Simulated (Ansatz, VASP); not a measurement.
**One calculation of In, two programs**

File INCAR:

```
SYSTEM = In
PREC     = Accurate       ! precision mode
ENCUT    = 520            ! plane-wave cutoff, eV
EDIFF    = 1E-6           ! SCF threshold, eV
ISMEAR   = -1             ! smearing method
SIGMA    = 0.1            ! smearing width, eV
LREAL    = .FALSE.        ! projectors in reciprocal space
LASPH    = .TRUE.         ! aspherical terms in the spheres
NELM     = 80             ! most SCF steps
ALGO     = Normal         ! electronic algorithm
ISIF     = 2              ! what is computed and relaxed
LWAVE    = .FALSE.        ! write WAVECAR
LCHARG   = .FALSE.        ! write CHGCAR
GGA      = RP             ! functional
NBANDS   = 26             ! bands
```

Contents of KPOINTS:

```
regular mesh
0
G
  8 8 11
  0 0 0
```

POSCAR

```
In
1.0
    5.4649337731      0.0000000000      0.0000000000
   -2.7324668866      4.7327714775      0.0000000000
    0.0000000000      0.0000000000      3.3953583947
In
3
Direct
    0.0000000000      0.0000000000      0.0000000000
    0.3333333333      0.6666666667      0.5000000000
    0.6666666667      0.3333333333      0.5000000000
```

Input for Ansatz:

```yaml
crystal:
  lattice:
    - [5.4649337731, 0.0, 0.0]
    - [-2.7324668866, 4.7327714775, 0.0]
    - [0.0, 0.0, 3.3953583947]
  atoms:
    - { symbol: In, position: [0.0, 0.0, 0.0] }
    - { symbol: In, position: [0.3333333333, 0.6666666667, 0.5] }
    - { symbol: In, position: [0.6666666667, 0.3333333333, 0.5] }
hamiltonian:
  xc: rpbe
  pseudopotentials:
    kind: paw
    azcp:
      In: "pseudopotentials/In.paw.azcp"
basis:
  ecutwfc: 420
  fft_grid_basis: typed
kpoints:
  mp_grid: { grid: [8, 8, 11], shift: [0, 0, 0] }
magnetization:
  spin_polarized: false
scf:
  occupations: { method: fermi_dirac, width: 0.1 }
  lower_state_search: "off"
output:
  stress: true
  write_density: true
  write_potential: true
  elf: true
  volumetric_format: npy
```

Alike in both runs: task single point; functional RPBE; k mesh 8 × 8 × 11; occupations fermi-dirac, width 0.1 eV; no spin polarisation.

```csv
,VASP,Ansatz
version,VASP 6.6.1,Ansatz 0.2.0
potentials or method,"VASP PAW PBE potentials, release 64 (In_d), cutoff 520 eV","plane waves (420 eV) with PAW, scalar-relativistic"
valence electrons in the cell,39,39
```

```tsv
	VASP	Ansatz	Ansatz less VASP
pressure (GPa)	0.1	0.1	+0.04
traceless stress, the component that is largest in VASP (GPa)	-0.22	-0.21	+0.003
```

VASP's potentials were made for PBE, not for RPBE. The functional is the same, so the differences come from potentials, cutoffs and numerics.
